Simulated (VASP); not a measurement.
Runs of VASP 6.6.1 on LiCl. The structure is that of space group Fm-3m (No. 225), or close to it. The cells are those of the table. 

```csv
task,level,cell,cutoff (eV),gap on the mesh (eV),pressure (GPa),relaxed volume (Å³/atom)
relaxation of cell and atoms,RPBE,"relaxed from a = 3.627 Å, angles 60.0°, 2 atoms",600,6.21,-0.1,(c)
relaxation of cell and atoms,revPBE+D3(BJ),"relaxed from a = 3.627 Å, angles 60.0°, 2 atoms",600,(b),-0.1,15.65
single point,revPBE+D3(BJ),"a = 3.540 Å, angles 60.0°, 2 atoms",520,6.97,-,-
relaxation of cell and atoms,PBE+D4,"relaxed from a = 3.627 Å, angles 60.0°, 2 atoms",600,6.42,-0.5,16.64
single point,PBE+D3(BJ),"a = 3.562 Å, angles 60.0°, 2 atoms",520,6.67,-,-
single point,PBE+D4,"a = 3.598 Å, angles 60.0°, 2 atoms",520,(a),-,-
single point,RPBE,"a = 3.719 Å, angles 60.0°, 2 atoms",520,6.20,-,-
relaxation of cell and atoms,PBE+D3(BJ),"relaxed from a = 3.627 Å, angles 60.0°, 2 atoms",600,(d),-0.1,15.94
```

Alike in all rows: potentials or basis VASP PAW PBE potentials, release 64 (Li_sv, Cl); no spin polarisation; k mesh 6 × 6 × 6; smearing gaussian 0.01 eV.

Question: Fill in the values left out.

Answer: (a) 6.48; (b) 6.99; (c) 18.14; (d) 6.68.

Caveats: the cutoff is under 1.25 times the usual one of these potentials, so pressure, stress and relaxed cells hold a basis-set (Pulay) error; the PAW data sets were made with another functional, which shifts forces and pressure a little (some runs).

A k mesh can miss the band edges.
